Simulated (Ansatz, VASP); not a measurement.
## Two plane-wave programs on ZnS

```
CELL_PARAMETERS angstrom
0.00000 2.67771 2.67771
2.67771 0.00000 2.67771
2.67771 2.67771 0.00000
ATOMIC_POSITIONS crystal
Zn 0.00000 0.00000 0.00000
S 0.25000 0.25000 0.25000
```

Alike in both runs: task single point; functional PBEsol; k mesh 10 × 10 × 10; occupations gaussian, width 0.02 eV; no spin polarisation.

|  | VASP | Ansatz |
| --- | --- | --- |
| version | VASP 6.6.1 | Ansatz 0.2.0 |
| potentials or method | VASP PAW PBE potentials, release 64 (Zn, S), cutoff 500 eV | scalar-relativistic, plane waves, PAW |
| valence electrons in the cell | 18 | 18 |

VASP gave:

```
gap on the k mesh at the Fermi level (eV) : 2.10
least direct gap on the mesh (eV)         : 2.10
pressure (GPa)                            : 0.2
```

**Question.** Which values does Ansatz return?

**Answer.** gap on the k mesh at the Fermi level (eV): 2.09; least direct gap on the mesh (eV): 2.09; pressure (GPa): 0.0.

VASP's potentials were made for PBE, not for PBEsol.
